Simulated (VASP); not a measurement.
# CoO (Fm-3m) in VASP: notebook

The runs below take CoO through single point, with r2SCAN.

All numbers are computed with VASP 6.6.1; they aren't measurements. Logs are shortened: lines on timing, memory, paths and dates and some standing lists are left out, and cuts for length are marked.

## 1. The cell of the first run

The structure is cubic, space group Fm-3m (No. 225). The conventional cell has a = 4.263 Å, b = 4.263 Å, c = 4.263 Å, α = 90.00°, β = 90.00°, γ = 90.00°. Co (site symmetry m-3m) has 6 O at 2.13 Å within 2.8 Å. O (site symmetry m-3m) has 6 Co at 2.13 Å within 2.8 Å.

## 2. Single point, r2SCAN, collinear spin, ferromagnetic start

The input, POSCAR:

```
CoO
1.0
    0.0000000000      4.2630000000      4.2630000000
    2.1315000000      0.0000000000      2.1315000000
    2.1315000000      2.1315000000      0.0000000000
Co O
2 2
Direct
    0.0000000000      0.0000000000      0.0000000000
    0.5000000000      0.0000000000      0.0000000000
    0.2500000000      0.5000000000      0.5000000000
    0.7500000000      0.5000000000      0.5000000000
```

The input, INCAR.step1:

```
SYSTEM = CoO
PREC = Accurate
ENCUT = 520
ISMEAR = -1
SIGMA = 0.05
LREAL = .FALSE.
LASPH = .TRUE.
NELM = 150
ISPIN = 2
MAGMOM = 3 3 0 0
LMAXMIX = 4
NBANDS = 27
GGA = PE
ALGO = Normal
EDIFF = 1E-4
LWAVE = .TRUE.
LCHARG = .FALSE.
```

The input, INCAR.step2:

```
SYSTEM = CoO
PREC = Accurate
ENCUT = 520
EDIFF = 1E-6
ISMEAR = -1
SIGMA = 0.05
LREAL = .FALSE.
LASPH = .TRUE.
NELM = 150
ALGO = Normal
ISIF = 2
LWAVE = .FALSE.
LCHARG = .FALSE.
ISPIN = 2
MAGMOM = 3 3 0 0
LORBIT = 11
LMAXMIX = 4
METAGGA = R2SCAN
LMIXTAU = .TRUE.
NBANDS = 27
ISTART = 1
```

The input, KPOINTS:

```
Automatic mesh
0
G
  5 10 10
  0 0 0
```

Potentials or basis: VASP PAW PBE potentials, release 64 (Co, O).

Started as:

```sh
cat potpaw_PBE.64/Co/POTCAR potpaw_PBE.64/O/POTCAR > POTCAR
cp INCAR.step1 INCAR
mpirun -np 1 vasp_std > vasp.out
cp INCAR.step2 INCAR
mpirun -np 1 vasp_std > vasp.out
```

OUTCAR:

```text
SYSTEM = CoO
   PREC = Accurate
   ENCUT = 520
   EDIFF = 1E-6
   ISMEAR = -1
   LREAL = .FALSE.
   LASPH = .TRUE.
   NELM = 150
   ISIF = 2
   ISPIN = 2
   LORBIT = 11
   METAGGA = R2SCAN
   ISTART = 1

 ion  position               nearest neighbor table
   1  0.000  0.000  0.000-   4 2.13   3 2.13   4 2.13   3 2.13   4 2.13   3 2.13   2 3.01   2 3.01
                             2 3.01   2 3.01   2 3.01   2 3.01
   2  0.500  0.000  0.000-   3 2.13   3 2.13   4 2.13   3 2.13   4 2.13   4 2.13   1 3.01   1 3.01
                             1 3.01   1 3.01   1 3.01   1 3.01
   3  0.250  0.500  0.500-   1 2.13   1 2.13   2 2.13   1 2.13   2 2.13   2 2.13
   4  0.750  0.500  0.500-   2 2.13   1 2.13   2 2.13   1 2.13   2 2.13   1 2.13

  LATTYP: Found a trigonal (rhomboedric) cell.
 ALAT       =     5.2210873867
 COS(alpha) =     0.8333333333

  Lattice vectors:

 A1 = (   2.1315000000,  -2.1315000000,  -4.2630000000)
 A2 = (   4.2630000000,  -2.1315000000,  -2.1315000000)
 A3 = (   2.1315000000,  -4.2630000000,  -2.1315000000)

Analysis of symmetry for initial positions (statically):
=====================================================================
 Subroutine PRICEL returns following result:

  LATTYP: Found a face centered cubic cell.
 ALAT       =     4.2630000000
[... 12 lines left out ...]
 Subroutine GETGRP returns: Found 12 space group operations
 (whereof 12 operations were pure point group operations)
 out of a pool of 12 trial point group operations.

The static configuration has the point symmetry D_3d.

Analysis of symmetry for dynamics (positions and initial velocities):
=====================================================================
 Subroutine PRICEL returns following result:

  LATTYP: Found a face centered cubic cell.
 ALAT       =     4.2630000000
[... 12 lines left out ...]
 Subroutine GETGRP returns: Found 12 space group operations
 (whereof 12 operations were pure point group operations)
 out of a pool of 12 trial point group operations.

The dynamic configuration has the point symmetry D_3d.

Analysis of structural, dynamic, and magnetic symmetry:
=====================================================================
 Subroutine PRICEL returns following result:

  LATTYP: Found a face centered cubic cell.
 ALAT       =     4.2630000000
[... 12 lines left out ...]
 Subroutine GETGRP returns: Found 12 space group operations
 (whereof 12 operations were pure point group operations)
 out of a pool of 12 trial point group operations.

The overall configuration has the point symmetry D_3d.

 Subroutine INISYM returns: Found 12 space group operations
 (whereof 12 operations are pure point group operations),
 and found     2 'primitive' translations

----------------------------------------------------------------------------------------

                                     Primitive cell

  volume of cell :      19.3681
[... 143 lines left out ...]
 NGX is ok and might be reduce to    48
   NGX = 23   NGY = 11   NGZ = 11

 number of electron      30.0000015 magnetization       5.9998892

 Free energy of the ion-electron system (eV)
  ---------------------------------------------------
  ext. energy  EPLUGINS =         0.00000000
  ---------------------------------------------------
  free energy    TOTEN  =       -42.12616175 eV

  energy without entropy =      -42.05843925  energy(sigma->0) =      -42.09230050

 E-fermi :   7.7374     XC(G=0): -13.0817

 val. band max:        7.7345634937   @ k =  -0.4000   0.2000   0.1000
 cond. band min:       7.7422058271   @ k =   0.2000   0.4000   0.0000
 fundamental gap:      0.0076423333
 Fermi energy:         7.7374365238

 spin component 1

 k-point     1 :       0.0000    0.0000    0.0000
  band No.  band energies     occupation
      1     -13.4914      1.00000
      2     -12.3157      1.00000
      3      -0.5791      1.00000
      4       1.2630      1.00000
      5       1.2630      1.00000
      6       3.7173      1.00000
[... 709 lines left out ...]
     26      24.3614      0.00000
     27      24.3614      0.00000

 [... further k-points ...]

 spin component 2

 k-point     1 :       0.0000    0.0000    0.0000
  band No.  band energies     occupation
      1     -12.9380      1.00000
      2     -11.6825      1.00000
      3       0.0556      1.00000
      4       3.1788      1.00000
      5       3.1791      1.00000
      6       5.1788      1.00000
[... 709 lines left out ...]
     26      25.2924      0.00000
     27      25.2925      0.00000

 [... further k-points ...]

------------------------ aborting loop because EDIFF is reached ----------------------------------------

  FORCE on cell =-STRESS in cart. coord.  units (eV):
  Direction    XX          YY          ZZ          XY          YZ          ZX
  --------------------------------------------------------------------------------------
  -------------------------------------------------------------------------------------
  Total       -1.7786565     -1.7786565     -1.7786565      0.0004956     -0.0004956      0.0004956
  in kB      -73.5676120    -73.5676120    -73.5676120      0.0204978     -0.0204978      0.0204978
  external PRESSURE =     -73.5676120 kB  Pullay stress =       0.0000000 kB

 VOLUME and BASIS-vectors are now :
 -----------------------------------------------------------------------------
  energy-cutoff  :      520.00
  volume of cell :       38.74
      direct lattice vectors                 reciprocal lattice vectors
     0.000000000  4.263000000  4.263000000    -0.117288295  0.117288295  0.117288295
     2.131500000  0.000000000  2.131500000     0.234576589 -0.234576589  0.234576589
     2.131500000  2.131500000  0.000000000     0.234576589  0.234576589 -0.234576589

 POSITION                                       TOTAL-FORCE (eV/Angst)
 -----------------------------------------------------------------------------------
      0.00000      0.00000      0.00000        -0.000000     -0.000000     -0.000000
      0.00000      2.13150      2.13150         0.000000      0.000000      0.000000
      2.13150      2.13150      2.13150        -0.000000     -0.000000     -0.000000
      2.13150      4.26300      4.26300        -0.000000     -0.000000     -0.000000
 -----------------------------------------------------------------------------------
    total drift:                                0.000000      0.000000      0.000000

  FREE ENERGIE OF THE ION-ELECTRON SYSTEM (eV)
  ---------------------------------------------------
  free  energy   TOTEN  =       -42.1261617514 eV

  energy  without entropy=      -42.0584392475  energy(sigma->0) =      -42.09230050

 total charge

# of ion       s       p       d       tot
------------------------------------------
    1        0.296   0.364   7.102   7.762
    2        0.296   0.364   7.102   7.762
    3        1.556   3.474   0.000   5.030
    4        1.556   3.474   0.000   5.030
--------------------------------------------------
tot          3.704   7.677  14.203  25.584

 magnetization (x)

# of ion       s       p       d       tot
------------------------------------------
    1        0.023   0.019   2.651   2.694
    2        0.023   0.019   2.651   2.694
    3        0.028   0.259   0.000   0.287
    4        0.028   0.259   0.000   0.287
--------------------------------------------------
tot          0.103   0.556   5.303   5.961
```

OSZICAR.step1:

```text
N       E                     dE             d eps       ncg     rms          rms(c)
DAV:   1     0.244349144391E+03    0.24435E+03   -0.13887E+04  6400   0.137E+03
DAV:   2    -0.641777295727E+01   -0.25077E+03   -0.22385E+03  6472   0.318E+02
DAV:   3    -0.310571304784E+02   -0.24639E+02   -0.23406E+02  6973   0.111E+02
DAV:   4    -0.315860722082E+02   -0.52894E+00   -0.52712E+00  6783   0.167E+01
DAV:   5    -0.316039338589E+02   -0.17862E-01   -0.17859E-01  8155   0.288E+00    0.212E+01
DAV:   6    -0.291152767368E+02    0.24887E+01   -0.29935E+01  7907   0.819E+01    0.289E+01
DAV:   7    -0.262112781572E+02    0.29040E+01   -0.12235E+01  7455   0.652E+01    0.113E+01
DAV:   8    -0.261894375152E+02    0.21841E-01   -0.10941E+00  8000   0.104E+01    0.665E+00
DAV:   9    -0.261405093223E+02    0.48928E-01   -0.48072E-01  9511   0.133E+01    0.403E+00
DAV:  10    -0.261424621535E+02   -0.19528E-02   -0.14855E-01  8013   0.532E+00    0.208E+00
DAV:  11    -0.261236858642E+02    0.18776E-01   -0.72817E-02  9286   0.437E+00    0.274E-01
DAV:  12    -0.261249221977E+02   -0.12363E-02   -0.13446E-02  6503   0.843E-01    0.194E-01
DAV:  13    -0.261248667832E+02    0.55414E-04   -0.52006E-04  6898   0.352E-01
   1 F= -.26124867E+02 E0= -.26090338E+02  d E =-.690577E-01  mag=     5.8092
```

Wall time 7.1 min (1 thread of Intel Xeon 6975P-C, shared host); peak memory 0.26 GiB.

What came out:

| Item | Value |
| --- | --- |
| Free energy | -42.1262 eV |
| Pressure | -7.4 GPa |
| Band gap on the k mesh | zero (filled and empty bands overlap) |
| Net moment | 6.00 μB per cell |
| Site moments | Co +2.69; O +0.29 μB |
| Valence electrons inside the program's atomic spheres | Co 7.76; O 5.03 |

Levels at points of the mesh, in eV from the Fermi level:
Spin up:
```csv
k point,band 14,band 15,band 16,band 17,band 18,band 19,band 20,band 21,band 22,band 23
"(0.00, 0.00, 0.00)",-2.97,-2.97,-2.32,-0.33,-0.33,1.38,5.57,9.98,14.09,14.09
"(0.00, 0.50, 0.00)",-2.68,-2.68,-2.32,-0.33,-0.33,5.57,6.34,9.98,10.55,12.00
```
Spin down:
```tsv
k point	band 10	band 11	band 12	band 13	band 14	band 15
(0.00, 0.00, 0.00)	-1.10	-1.10	-0.10	-0.10	0.20	1.04
(0.00, 0.50, 0.00)	-0.10	-0.10	0.10	0.10	0.20	1.55
```

Caveat: the PAW data sets were made with another functional, which shifts forces and pressure a little; semilocal functionals often make such compounds metallic where correlation or magnetic order opens a gap, which also shifts bond lengths. With open d or f shells a metallic result of r2SCAN can be an artefact of self-interaction; +U or a hybrid may open a gap.

## 3. Single point, r2SCAN, collinear spin, antiferromagnetic start

POSCAR is that of step 2.

INCAR.step1, as its differences from that of step 2:

```diff
@@ -9,3 +9,3 @@
 ISPIN = 2
-MAGMOM = 3 3 0 0
+MAGMOM = 3 -3 0 0
 LMAXMIX = 4
```

INCAR.step2, as its differences from that of step 2:

```diff
@@ -12,5 +12,5 @@
 LWAVE = .FALSE.
-LCHARG = .FALSE.
+LCHARG = .TRUE.
 ISPIN = 2
-MAGMOM = 3 3 0 0
+MAGMOM = 3 -3 0 0
 LORBIT = 11
@@ -19,2 +19,4 @@
 LMIXTAU = .TRUE.
+LELF = .TRUE.
+LVHAR = .TRUE.
 NBANDS = 27
```

The input, KPOINTS:

```
regular mesh
0
G
  5 10 10
  0 0 0
```

Potentials or basis: VASP PAW PBE potentials, release 64 (Co, O).

Started as:

```sh
cat potpaw_PBE.64/Co/POTCAR potpaw_PBE.64/O/POTCAR > POTCAR
cp INCAR.step1 INCAR
mpirun -np 1 vasp_std > vasp.out
cp INCAR.step2 INCAR
mpirun -np 1 vasp_std > vasp.out
```

It took 7 min on 1 thread of Intel Xeon 6975P-C, shared host; peak memory 0.26 GiB.

It converged, with:

```yaml
Free_energy: -42.8177 eV
Pressure: -4.6 GPa
Band_gap_on_the_k_mesh: 0.92 eV
Net_moment: 0.00 μB per cell
Site_moments: Co +2.59, -2.59; O +0.00 μB
Valence_electrons_inside_the_program's_atomic_spheres: Co 7.77; O 5.03
```

Stress tensor (GPa, compression positive):
```
-4.58  0.28  0.28
 0.28 -4.58 -0.28
 0.28 -0.28 -4.58
```

Levels at points of the mesh, in eV from the valence-band top:
Spin up:
```csv
k point,band 13,band 14,band 15,band 16,band 17,band 18
"(0.00, 0.00, 0.00)",-1.88,-0.89,-0.89,1.11,1.88,2.88
"(0.00, 0.50, 0.00)",-1.41,-0.70,0.00,1.43,2.92,3.09
```
Spin down:
```tsv
k point	band 11	band 12	band 13	band 14	band 15	band 16	band 17	band 18	band 19	band 20
(0.00, 0.00, 0.00)	-2.63	-1.88	-1.88	-0.89	-0.89	1.11	1.88	2.88	2.89	5.86
(0.00, 0.50, 0.00)	-2.39	-1.54	-1.41	-0.70	0.00	1.43	2.92	3.09	5.94	6.98
```

Caveat: the PAW data sets were made with another functional, which shifts forces and pressure a little.
